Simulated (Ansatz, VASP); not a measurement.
**CdSe in VASP and in Ansatz**

```
CELL_PARAMETERS angstrom
0.00000 3.06780 3.06780
3.06780 0.00000 3.06780
3.06780 3.06780 0.00000
ATOMIC_POSITIONS crystal
Cd 0.00000 0.00000 0.00000
Se 0.75000 0.75000 0.75000
```

Alike in both runs: task single point; functional HSE06; k mesh 4 × 4 × 4; no spin polarisation.

|  | VASP | Ansatz |
| --- | --- | --- |
| version | VASP 6.6.1 | Ansatz 0.2.0 |
| potentials or method | VASP PAW PBE potentials, release 64 (Cd, Se) | plane waves |
| plane-wave cutoff (eV) | 520 | 420 |
| occupations | gaussian, width 0.01 eV | fixed |
| valence electrons in the cell | 18 | 36 |

Ansatz gave:

* gap on the k mesh at the Fermi level (eV): 1.50
* pressure (GPa): 0.4

Q: What did VASP give for the same quantities?

A: gap on the k mesh at the Fermi level (eV): 1.50; pressure (GPa): 0.5.

VASP's potentials hold 18 valence electrons a cell and Ansatz's 36, so a difference there can come from the potentials and not from the codes. Ansatz's warnings: stress exchange threshold loose, stress scf threshold loose.

The k mesh is coarse, so the values compare programs but aren't converged.
